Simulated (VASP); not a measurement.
# Cd4InO (P6/mmm) in VASP: notebook

Cd4InO is run at these levels: PBE; tasks: single point, relaxation of cell and atoms.

All numbers are computed with VASP 6.6.1; they aren't measurements. Logs are shortened: lines on timing, memory, paths and dates and some standing lists are left out, and cuts for length are marked.

**1. The cell of the first run**

Symmetry: P6/mmm, No. 191, hexagonal system. The conventional cell has a = 3.981 Å, b = 3.981 Å, c = 8.092 Å, α = 90.00°, β = 90.00°, γ = 120.00°. Within 3.2 Å of Cd (site symmetry 3m) lie 3 Cd at 2.30 Å and 3 O at 3.01 Å and 3 In at 3.11 Å. In (site symmetry 6/mmm) has 12 Cd at 3.11 Å and 6 In at 3.98 Å and 2 O at 4.05 Å within 4.1 Å. O (site symmetry 6/mmm) has 12 Cd at 3.01 Å and 6 O at 3.98 Å and 2 In at 4.05 Å within 4.1 Å.

The cell was generated, and may not be a known phase.

**2. Single point, PBE**

Contents of INCAR:

```
ALGO = Normal
EDIFF = 1E-7
ENCUT = 520
GGA = PE
ISIF = 2
ISMEAR = 0
LASPH = T
LCHARG = F
LREAL = F
LWAVE = F
NBANDS = 42
NELM = 60
PREC = Accurate
SIGMA = 0.1
```

Contents of KPOINTS:

```
k-points
0
Gamma
  6 6 2
```

Contents of POSCAR:

```
Cd4InO
1.0
    3.9805395000      0.0000000000      0.0000000000
   -1.9902697500      3.4472483200      0.0000000000
    0.0000000000      0.0000000000      8.0916966800
Cd In O
4 1 1
Direct
    0.3333333300      0.6666666700      0.7595900300
    0.3333333300      0.6666666700      0.2404099700
    0.6666666700      0.3333333300      0.7595900300
    0.6666666700      0.3333333300      0.2404099700
    0.0000000000      0.0000000000      0.5000000000
    0.0000000000      0.0000000000      0.0000000000
```

Potentials or basis: VASP PAW PBE potentials, release 64 (Cd, In_d, O).

Started as:

```bash
$ cat potpaw_PBE.64/Cd/POTCAR potpaw_PBE.64/In_d/POTCAR potpaw_PBE.64/O/POTCAR > POTCAR
$ mpirun -np 1 vasp_std > vasp.out
```

OUTCAR:

```text
EDIFF = 1E-7
   ENCUT = 520
   GGA = PE
   ISIF = 2
   ISMEAR = 0
   LASPH = T
   LREAL = F
   NELM = 60
   PREC = Accurate

 ion  position               nearest neighbor table
   1  0.333  0.667  0.760-   3 2.30   3 2.30   3 2.30   5 3.11   5 3.11   5 3.11
   2  0.333  0.667  0.240-   4 2.30   4 2.30   4 2.30   5 3.11   5 3.11   5 3.11
   3  0.667  0.333  0.760-   1 2.30   1 2.30   1 2.30   5 3.11   5 3.11   5 3.11
   4  0.667  0.333  0.240-   2 2.30   2 2.30   2 2.30   5 3.11   5 3.11   5 3.11
   5  0.000  0.000  0.500-   1 3.11   2 3.11   3 3.11   4 3.11   1 3.11   2 3.11   3 3.11   4 3.11
                             3 3.11   4 3.11   1 3.11   2 3.11
   6  0.000  0.000  0.000-

  LATTYP: Found a hexagonal cell.
 ALAT       =     3.9805395000
 C/A-ratio  =     2.0328140645

  Lattice vectors:

 A1 = (   3.9805395000,   0.0000000000,   0.0000000000)
 A2 = (  -1.9902697500,   3.4472483200,   0.0000000000)
 A3 = (   0.0000000000,   0.0000000000,   8.0916966800)

Analysis of symmetry for initial positions (statically):
=====================================================================
 Subroutine PRICEL returns:
 Original cell was already a primitive cell.

 Routine SETGRP: Setting up the symmetry group for a
 hexagonal supercell.

 Subroutine GETGRP returns: Found 24 space group operations
 (whereof 24 operations were pure point group operations)
 out of a pool of 24 trial point group operations.

The static configuration has the point symmetry D_6h.

Analysis of symmetry for dynamics (positions and initial velocities):
=====================================================================
 Subroutine PRICEL returns:
 Original cell was already a primitive cell.

 Routine SETGRP: Setting up the symmetry group for a
 hexagonal supercell.

 Subroutine GETGRP returns: Found 24 space group operations
 (whereof 24 operations were pure point group operations)
 out of a pool of 24 trial point group operations.

The dynamic configuration has the point symmetry D_6h.

 Subroutine INISYM returns: Found 24 space group operations
 (whereof 24 operations are pure point group operations),
 and found     1 'primitive' translations

----------------------------------------------------------------------------------------

                                     Primitive cell

  volume of cell :     111.0335
[... 86 lines left out ...]
   EDIFF  = 0.1E-06   stopping-criterion for ELM
   LREAL  =      F    real-space projection
   EDIFFG = 0.1E-05   stopping-criterion for IOM
   NSW    =      0    number of steps for IOM
   IBRION =     -1    ionic relax: 0-MD 1-quasi-New 2-CG
   NFREE  =      0    steps in history (QN), initial steepest desc. (CG)
   ISIF   =      2    stress and relaxation
   ISYM   =      2    0-nonsym 1-usesym 2-fastsym
   POTIM  = 0.5000    time-step for ionic-motion
   TEBEG  =    0.0;   TEEND  =   0.0 temperature during run
   PSTRESS=    0.0 pullay stress
   NELECT =      67.0000    total number of electrons
   NUPDOWN=      -1.0000    fix difference up-down
   EMIN   =  10.00;   EMAX   =-10.00  energy-range for DOS
   EFERMI =   0.00;   METHOD = LEGACY
   ISMEAR =     0;   SIGMA  =   0.10  broadening in eV -4-tet -1-fermi 0-gaus
   EFERMI_NEDOS =   21; number of points for ismear=-14 and -15
   IALGO  =     38    algorithm
   IMIX   =      4    mixing-type and parameters
     AMIX     =   0.40;   BMIX     =  1.00
     AMIX_MAG =   1.60;   BMIX_MAG =  1.00
  volume/ion in A,a.u.               =      18.51       124.88
  Fermi-wavevector in a.u.,A,eV,Ry     =   1.383402  2.614251 26.038845  1.913801
  Thomas-Fermi vector in A             =   2.508003
   LORBIT       =      0    0 simple, 1 ext, 2 COOP (PROOUT), +10 PAW based schemes
   GGA     = PE    functional components
   LHFCALC =     F    Hartree Fock is set to
   AEXX    =    0.0000 exact exchange contribution
   IVDW    =     0    specifies the selected vdW correction
   LEPSILON=     F    determine dielectric tensor
   LRPA    =     F    only Hartree local field effects (RPA)
 non-spin polarized calculation
 Gauss-broadening in eV      SIGMA  =   0.10
  energy-cutoff  :      520.00
  volume of cell :      111.03
 maximum number of plane-waves:      3014
 NGX is ok and might be reduce to    30
   NGX = 15   NGY = 15   NGZ = 31

 number of electron      66.9999967 magnetization

 Free energy of the ion-electron system (eV)
  ---------------------------------------------------
  ext. energy  EPLUGINS =         0.00000000
  ---------------------------------------------------
  free energy    TOTEN  =        -2.98340601 eV

  energy without entropy =       -2.97773370  energy(sigma->0) =       -2.98056986

 E-fermi :   4.5300     XC(G=0): -11.1403

 val. band max:        4.3350711165   @ k =   0.0000   0.0000   0.5000
 cond. band min:       4.5777419379   @ k =   0.1667  -0.0000   0.5000
 fundamental gap:      0.2426708213
 Fermi energy:         4.5299640497

 k-point     1 :       0.0000    0.0000    0.0000
  band No.  band energies     occupation
      1     -11.9716      2.00000
      2     -10.4798      2.00000
      3     -10.4798      2.00000
      4     -10.4794      2.00000
      5     -10.4794      2.00000
      6     -10.4780      2.00000
[... 619 lines left out ...]
     41      10.8568      0.00000
     42      13.8731      0.00000

------------------------ aborting loop because EDIFF is reached ----------------------------------------

  FORCE on cell =-STRESS in cart. coord.  units (eV):
  Direction    XX          YY          ZZ          XY          YZ          ZX
  --------------------------------------------------------------------------------------
  -------------------------------------------------------------------------------------
  Total       40.6374752     40.6374750     -0.5907572      0.0000000      0.0000000     -0.0000000
  in kB      586.3854676    586.3854650     -8.5244324      0.0000000      0.0000000     -0.0000000
  external PRESSURE =     388.0821667 kB  Pullay stress =       0.0000000 kB

 VOLUME and BASIS-vectors are now :
 -----------------------------------------------------------------------------
  energy-cutoff  :      520.00
  volume of cell :      111.03
      direct lattice vectors                 reciprocal lattice vectors
     3.980539500  0.000000000  0.000000000     0.251222228  0.145043221  0.000000000
    -1.990269750  3.447248320  0.000000000     0.000000000  0.290086442  0.000000000
     0.000000000  0.000000000  8.091696680     0.000000000  0.000000000  0.123583476

 POSITION                                       TOTAL-FORCE (eV/Angst)
 -----------------------------------------------------------------------------------
     -0.00000      2.29817      6.14637        -0.000000      0.000000      1.010735
     -0.00000      2.29817      1.94532         0.000000     -0.000000     -1.010735
      1.99027      1.14908      6.14637         0.000000      0.000000      1.010735
      1.99027      1.14908      1.94532        -0.000000      0.000000     -1.010735
      0.00000      0.00000      4.04585        -0.000000      0.000000      0.000000
      0.00000      0.00000      0.00000        -0.000000      0.000000      0.000000
 -----------------------------------------------------------------------------------
    total drift:                               -0.000000      0.000000      0.000000

  FREE ENERGIE OF THE ION-ELECTRON SYSTEM (eV)
  ---------------------------------------------------
  free  energy   TOTEN  =        -2.9834060107 eV

  energy  without entropy=       -2.9777337045  energy(sigma->0) =       -2.98056986
```

OSZICAR:

```text
N       E                     dE             d eps       ncg     rms          rms(c)
DAV:   1     0.683143986788E+03    0.68314E+03   -0.33801E+04  1184   0.184E+03
DAV:   2     0.499039690281E+02   -0.63324E+03   -0.60917E+03  1212   0.492E+02
DAV:   3    -0.457499189022E+01   -0.54479E+02   -0.52521E+02  1338   0.146E+02
DAV:   4    -0.694258895776E+01   -0.23676E+01   -0.23391E+01  1266   0.259E+01
DAV:   5    -0.699117703258E+01   -0.48588E-01   -0.48549E-01  1586   0.387E+00    0.195E+01
DAV:   6    -0.579799011981E+01    0.11932E+01   -0.19631E+01  1362   0.271E+01    0.230E+01
DAV:   7    -0.330130881983E+01    0.24967E+01   -0.25429E+01  1398   0.103E+01    0.101E+01
DAV:   8    -0.307809871679E+01    0.22321E+00   -0.19205E+00  1302   0.650E+00    0.390E+00
DAV:   9    -0.298394774585E+01    0.94151E-01   -0.41879E-01  1226   0.266E+00    0.560E-01
DAV:  10    -0.298441361458E+01   -0.46587E-03   -0.51407E-02  1274   0.940E-01    0.402E-01
DAV:  11    -0.298407736429E+01    0.33625E-03   -0.13480E-02  1316   0.361E-01    0.234E-01
DAV:  12    -0.298344461028E+01    0.63275E-03   -0.15226E-03  1388   0.132E-01    0.731E-02
DAV:  13    -0.298341132006E+01    0.33290E-04   -0.53660E-04  1252   0.819E-02    0.323E-02
DAV:  14    -0.298341139136E+01   -0.71294E-07   -0.17380E-05  1242   0.173E-02    0.240E-02
DAV:  15    -0.298340603421E+01    0.53571E-05   -0.78435E-06  1318   0.107E-02    0.968E-03
DAV:  16    -0.298340599403E+01    0.40179E-07   -0.20430E-06  1052   0.536E-03    0.258E-03
DAV:  17    -0.298340601073E+01   -0.16699E-07   -0.37434E-07  1052   0.218E-03
   1 F= -.29834060E+01 E0= -.29805699E+01  d E =-.567231E-02
```

stdout:

```text
POSCAR found type information on POSCAR CdInO
 POSCAR found :  3 types and       6 ions
 scaLAPACK will be used
 LDA part: xc-table for (Slater+PW92), standard interpolation
 POSCAR, INCAR and KPOINTS ok, starting setup
 FFT: planning ... GRIDC
 FFT: planning ... GRID_SOFT
 FFT: planning ... GRID
 WAVECAR not read
 entering main loop
```

Wall time 44 s (1 thread of AMD EPYC 9R45 (Zen 5), shared host); peak memory 0.21 GiB.

What came out:

- Free energy: -2.9834 eV
- Pressure: 38.8 GPa
- Largest force: 1.011 eV/Å
- Band gap on the k mesh: zero (an odd number of electrons rules out a gap without spin polarisation)

Forces on the atoms (eV/Å):
```
Cd   0.000  0.000  1.011
Cd   0.000  0.000 -1.011
Cd   0.000  0.000  1.011
Cd   0.000  0.000 -1.011
In   0.000  0.000  0.000
O    0.000  0.000  0.000
```

Stress tensor (GPa, compression positive):
```
58.64  0.00  0.00
 0.00 58.64  0.00
 0.00  0.00 -0.85
```

Caveat: the k points lie up to 0.39 Å⁻¹ apart, too coarse for converged energies and pressures of a metal; spin-orbit coupling is left out, which moves the levels of the heavy elements; an odd number of electrons without spin polarisation forces a metal; a magnetic or distorted state may lie lower.

**3. Single point, PBE**

This run uses another cell than the first one, of 21.97 Å³/atom.

Contents of INCAR:

```
SYSTEM = Cd4InO
ALGO = Normal ; EDIFF = 1E-6
ENCUT = 520 ; GGA = PE
ISIF = 2 ; ISMEAR = 0
LASPH = .True. ; LCHARG = .False.
LREAL = .False. ; LWAVE = .False.
NBANDS = 42 ; NELM = 100
PREC = Accurate ; SIGMA = 0.1
```

Contents of KPOINTS:

```
k-points
0
Gamma
  6 6 4
  0 0 0
```

Contents of POSCAR:

```
Cd4InO
1.0
    5.0395820316      0.0000000000      0.0000000000
   -2.5197910158      4.3644060638      0.0000000000
    0.0000000000      0.0000000000      5.9945102174
Cd In O
4 1 1
Direct
    0.3333333333      0.6666666667      0.7636746704
    0.3333333333      0.6666666667      0.2363253296
    0.6666666667      0.3333333333      0.7636746704
    0.6666666667      0.3333333333      0.2363253296
    0.0000000000      0.0000000000      0.5000000000
    0.0000000000      0.0000000000      0.0000000000
```

Potentials or basis: VASP PAW PBE potentials, release 64 (Cd, In_d, O).

Started as:

```bash
$ cat potpaw_PBE.64/Cd/POTCAR potpaw_PBE.64/In_d/POTCAR potpaw_PBE.64/O/POTCAR > POTCAR
$ mpirun -np 1 vasp_std > vasp.out
```

OUTCAR:

```text
SYSTEM = Cd4InO
   EDIFF = 1E-6
   ENCUT = 520
   GGA = PE
   ISIF = 2
   ISMEAR = 0
   LASPH = .True.
   LREAL = .False.
   NELM = 100
   PREC = Accurate

 ion  position               nearest neighbor table
   1  0.333  0.667  0.764-   2 2.83   3 2.91   3 2.91   3 2.91   2 3.16   5 3.31   5 3.31   5 3.31

   2  0.333  0.667  0.236-   1 2.83   4 2.91   4 2.91   4 2.91   1 3.16   5 3.31   5 3.31   5 3.31

   3  0.667  0.333  0.764-   4 2.83   1 2.91   1 2.91   1 2.91   4 3.16   5 3.31   5 3.31   5 3.31

   4  0.667  0.333  0.236-   3 2.83   2 2.91   2 2.91   2 2.91   3 3.16   5 3.31   5 3.31   5 3.31

   5  0.000  0.000  0.500-   1 3.31   2 3.31   3 3.31   4 3.31   1 3.31   2 3.31   3 3.31   4 3.31
                             3 3.31   4 3.31   1 3.31   2 3.31
   6  0.000  0.000  0.000-

  LATTYP: Found a hexagonal cell.
 ALAT       =     5.0395820316
 C/A-ratio  =     1.1894855922

  Lattice vectors:

 A1 = (   5.0395820316,   0.0000000000,   0.0000000000)
 A2 = (  -2.5197910158,   4.3644060638,   0.0000000000)
 A3 = (   0.0000000000,   0.0000000000,   5.9945102174)

Analysis of symmetry for initial positions (statically):
=====================================================================
 Subroutine PRICEL returns:
 Original cell was already a primitive cell.

 Routine SETGRP: Setting up the symmetry group for a
 hexagonal supercell.

 Subroutine GETGRP returns: Found 24 space group operations
 (whereof 24 operations were pure point group operations)
 out of a pool of 24 trial point group operations.

The static configuration has the point symmetry D_6h.

Analysis of symmetry for dynamics (positions and initial velocities):
=====================================================================
 Subroutine PRICEL returns:
 Original cell was already a primitive cell.

[... 129 lines left out ...]
   IMIX   =      4    mixing-type and parameters
     AMIX     =   0.40;   BMIX     =  1.00
     AMIX_MAG =   1.60;   BMIX_MAG =  1.00
  volume/ion in A,a.u.               =      21.97       148.29
  Fermi-wavevector in a.u.,A,eV,Ry     =   1.306397  2.468733 23.220712  1.706674
  Thomas-Fermi vector in A             =   2.437202
   LORBIT       =      0    0 simple, 1 ext, 2 COOP (PROOUT), +10 PAW based schemes
   GGA     = PE    functional components
   LHFCALC =     F    Hartree Fock is set to
   AEXX    =    0.0000 exact exchange contribution
   IVDW    =     0    specifies the selected vdW correction
   LEPSILON=     F    determine dielectric tensor
   LRPA    =     F    only Hartree local field effects (RPA)
 non-spin polarized calculation
 Gauss-broadening in eV      SIGMA  =   0.10
  energy-cutoff  :      520.00
  volume of cell :      131.85
 maximum number of plane-waves:      3599
 NGX is ok and might be reduce to    40
   NGX = 19   NGY = 19   NGZ = 23

 number of electron      67.0000006 magnetization

 Free energy of the ion-electron system (eV)
  ---------------------------------------------------
  ext. energy  EPLUGINS =         0.00000000
  ---------------------------------------------------
  free energy    TOTEN  =        -9.49089894 eV

  energy without entropy =       -9.47892194  energy(sigma->0) =       -9.48491044

 E-fermi :   2.7305     XC(G=0): -10.3982

 val. band max:        2.6885788146   @ k =   0.5000   0.0000   0.2500
 cond. band min:       2.8544255577   @ k =   0.3333   0.0000   0.2500
 fundamental gap:      0.1658467431
 Fermi energy:         2.7304587511

 k-point     1 :       0.0000    0.0000    0.0000
  band No.  band energies     occupation
      1     -12.9018      2.00000
      2     -11.6228      2.00000
      3     -11.6228      2.00000
      4     -11.5711      2.00000
      5     -11.5711      2.00000
      6     -11.4842      2.00000
[... 934 lines left out ...]
     41       8.3688      0.00000
     42       8.6830      0.00000

------------------------ aborting loop because EDIFF is reached ----------------------------------------

  FORCE on cell =-STRESS in cart. coord.  units (eV):
  Direction    XX          YY          ZZ          XY          YZ          ZX
  --------------------------------------------------------------------------------------
  -------------------------------------------------------------------------------------
  Total        0.1571907      0.1571907      0.0919724      0.0000000      0.0000000      0.0000000
  in kB        1.9101351      1.9101351      1.1176220      0.0000000      0.0000000      0.0000000
  external PRESSURE =       1.6459641 kB  Pullay stress =       0.0000000 kB

 VOLUME and BASIS-vectors are now :
 -----------------------------------------------------------------------------
  energy-cutoff  :      520.00
  volume of cell :      131.85
      direct lattice vectors                 reciprocal lattice vectors
     5.039582032  0.000000000  0.000000000     0.198429154  0.114563126  0.000000000
    -2.519791016  4.364406064  0.000000000     0.000000000  0.229126251  0.000000000
     0.000000000  0.000000000  5.994510217     0.000000000  0.000000000  0.166819300

 POSITION                                       TOTAL-FORCE (eV/Angst)
 -----------------------------------------------------------------------------------
     -0.00000      2.90960      4.57786        -0.000000      0.000000     -0.028184
     -0.00000      2.90960      1.41665         0.000000      0.000000      0.028184
      2.51979      1.45480      4.57786        -0.000000     -0.000000     -0.028184
      2.51979      1.45480      1.41665        -0.000000     -0.000000      0.028184
      0.00000      0.00000      2.99726         0.000000     -0.000000      0.000000
      0.00000      0.00000      0.00000         0.000000     -0.000000      0.000000
 -----------------------------------------------------------------------------------
    total drift:                                0.000000     -0.000000      0.000000

  FREE ENERGIE OF THE ION-ELECTRON SYSTEM (eV)
  ---------------------------------------------------
  free  energy   TOTEN  =        -9.4908989401 eV

  energy  without entropy=       -9.4789219416  energy(sigma->0) =       -9.48491044
```

Wall time 82 s (1 thread of AMD EPYC 9R45 (Zen 5), shared host); peak memory 0.28 GiB.

What came out:

| Property | Result |
| --- | --- |
| Free energy | -9.4909 eV |
| Pressure | 0.2 GPa |
| Largest force | 0.028 eV/Å |
| Band gap on the k mesh | zero (an odd number of electrons rules out a gap without spin polarisation) |

Forces in eV/Å, atoms in the order of the input:
```
Cd   0.000  0.000 -0.028
Cd   0.000  0.000  0.028
Cd   0.000  0.000 -0.028
Cd   0.000  0.000  0.028
In   0.000  0.000  0.000
O    0.000  0.000  0.000
```

Caveat: spin-orbit coupling is left out, which moves the levels of the heavy elements; an odd number of electrons without spin polarisation forces a metal; a magnetic or distorted state may lie lower.

(Part 1 of 2 ends here.)

The gap in the log of VASP goes by the Fermi energy; the results here count the filled bands.